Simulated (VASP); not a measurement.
Input of a VASP 6.6.1 run:

INCAR

```
PREC     = Accurate       # precision mode
ENCUT    = 520            # plane-wave cutoff, eV
EDIFF    = 1E-8           # SCF threshold, eV
ISMEAR   = -1             # smearing method
SIGMA    = 0.01           # smearing width, eV
LREAL    = Auto         
LASPH    = T              # aspherical terms in the spheres
NELM     = 100            # most SCF steps
ALGO     = Normal         # electronic algorithm
ISIF     = 2              # what is computed and relaxed
LWAVE    = F              # write WAVECAR
LCHARG   = F              # write CHGCAR
GGA      = PE             # functional
LEFG     = T            
NELECT   = 138.0        
NBANDS   = 90             # bands
```

Contents of KPOINTS:

```
regular mesh
0
Gamma
  4 4 2
```

Contents of POSCAR:

```
Al15CdN16
1.0
    6.2260000000      0.0000000000      0.0000000000
   -3.1130000000      5.3918741640      0.0000000000
    0.0000000000      0.0000000000      9.9620000000
Cd Al N
1 15 16
Direct
    0.1666666666      0.3333333334      0.0000000000
    0.1666666666      0.3333333334      0.5000000000
    0.1666666666      0.8333333334      0.0000000000
    0.1666666666      0.8333333334      0.5000000000
    0.6666666666      0.3333333334      0.0000000000
    0.6666666666      0.3333333334      0.5000000000
    0.6666666666      0.8333333334      0.0000000000
    0.6666666666      0.8333333334      0.5000000000
    0.3333333334      0.1666666666      0.2500000000
    0.3333333334      0.1666666666      0.7500000000
    0.3333333334      0.6666666666      0.2500000000
    0.3333333334      0.6666666666      0.7500000000
    0.8333333334      0.1666666666      0.2500000000
    0.8333333334      0.1666666666      0.7500000000
    0.8333333334      0.6666666666      0.2500000000
    0.8333333334      0.6666666666      0.7500000000
    0.1666666666      0.3333333334      0.1900000000
    0.1666666666      0.3333333334      0.6900000000
    0.1666666666      0.8333333334      0.1900000000
    0.1666666666      0.8333333334      0.6900000000
    0.6666666666      0.3333333334      0.1900000000
    0.6666666666      0.3333333334      0.6900000000
    0.6666666666      0.8333333334      0.1900000000
    0.6666666666      0.8333333334      0.6900000000
    0.3333333334      0.1666666666      0.4400000000
    0.3333333334      0.1666666666      0.9400000000
    0.3333333334      0.6666666666      0.4400000000
    0.3333333334      0.6666666666      0.9400000000
    0.8333333334      0.1666666666      0.4400000000
    0.8333333334      0.1666666666      0.9400000000
    0.8333333334      0.6666666666      0.4400000000
    0.8333333334      0.6666666666      0.9400000000
```

Potentials or basis: VASP PAW PBE potentials, release 64 (Cd, Al, N).

Run with:

```bash
$ cat potpaw_PBE.64/Cd/POTCAR potpaw_PBE.64/Al/POTCAR potpaw_PBE.64/N/POTCAR > POTCAR
$ mpirun -np 1 vasp_std > vasp.out
```

(1) What does it give for the largest force?

Results:

(1) 8.185 eV/Å.

Caveat: the cell carries a net charge on a neutralising background, which shifts energy and pressure; without QUAD_EFG the Cq values of the log hold for a quadrupole moment of 1 mb, not for the nuclei.
